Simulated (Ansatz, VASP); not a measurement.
**Two plane-wave programs on Ti5C4**

The input INCAR:

```
SYSTEM = Ti5C4
PREC = Accurate
ENCUT = 520
EDIFF = 1E-6
ISMEAR = 0
SIGMA = 0.1
LREAL = .False.
LASPH = .True.
NELM = 60
ALGO = Normal
ISIF = 2
LWAVE = .False.
LCHARG = .True.
LDIPOL = .True.
IDIPOL = 3
DIPOL = 0.5 0.5 0.500
GGA = PS
LELF = .True.
LVHAR = .True.
LVACPOTAV = .True.
NBANDS = 48
```

Contents of KPOINTS:

```
Automatic mesh
0
Gamma
  12 12 1
  0 0 0
```

POSCAR

```
Ti5C4
1.0
    3.0358717026      0.0000000000      0.0000000000
   -1.5179358513      2.6291420171      0.0000000000
    0.0000000000      0.0000000000     24.9151154613
Ti C
5 4
Direct
    0.6666666667      0.3333333333      0.3010220848
    0.3333333333      0.6666666667      0.4005110424
    0.0000000000      0.0000000000      0.5000000000
    0.6666666667      0.3333333333      0.5994889576
    0.3333333333      0.6666666667      0.6989779152
    0.0000000000      0.0000000000      0.3507665636
    0.6666666667      0.3333333333      0.4502555212
    0.3333333333      0.6666666667      0.5497444788
    0.0000000000      0.0000000000      0.6492334364
```

Input for Ansatz:

```yaml
crystal:
  lattice:
    - [3.0358717026, 0.0, 0.0]
    - [-1.5179358513, 2.6291420171, 0.0]
    - [0.0, 0.0, 24.9151154613]
  atoms:
    - { symbol: Ti, position: [0.6666666667, 0.3333333333, 0.3010220848] }
    - { symbol: C, position: [0.0, 0.0, 0.3507665636] }
    - { symbol: Ti, position: [0.3333333333, 0.6666666667, 0.4005110424] }
    - { symbol: C, position: [0.6666666667, 0.3333333333, 0.4502555212] }
    - { symbol: Ti, position: [0.0, 0.0, 0.5] }
    - { symbol: C, position: [0.3333333333, 0.6666666667, 0.5497444788] }
    - { symbol: Ti, position: [0.6666666667, 0.3333333333, 0.5994889576] }
    - { symbol: C, position: [0.0, 0.0, 0.6492334364] }
    - { symbol: Ti, position: [0.3333333333, 0.6666666667, 0.6989779152] }
basis:
  ecutwfc: 420
kpoints:
  mp_grid: { grid: [12, 12, 1] }
hamiltonian:
  xc: pbesol
scf:
  occupations: { method: gaussian, width: 0.1 }
output:
  forces: true
  stress: true
  eigenvalues: true
efield:
  axis: 3
  dipole_correction: true
```

Alike in both runs: task single point; functional PBEsol; k mesh 12 × 12 × 1; occupations gaussian, width 0.1 eV; no spin polarisation.

|  | VASP | Ansatz |
| --- | --- | --- |
| version | VASP 6.6.1 | Ansatz 0.2.0 |
| potentials or method | VASP PAW PBE potentials, release 64 (Ti_sv, C), cutoff 520 eV | scalar-relativistic, plane waves, PAW |
| valence electrons in the cell | 76 | 76 |

```tsv
	VASP	Ansatz	Ansatz less VASP
gap on the k mesh at the Fermi level (eV)	none	none	-
rms of the force components (eV/Å)	0.804	0.808	+0.0037
work function, face that differs most (eV)	4.66	4.67	+0.018
```

VASP's potentials were made for PBE, not for PBEsol. A gap of «none» marks a metal or a gap that the smearing closes. Ansatz's warnings: vacuum density over bound.
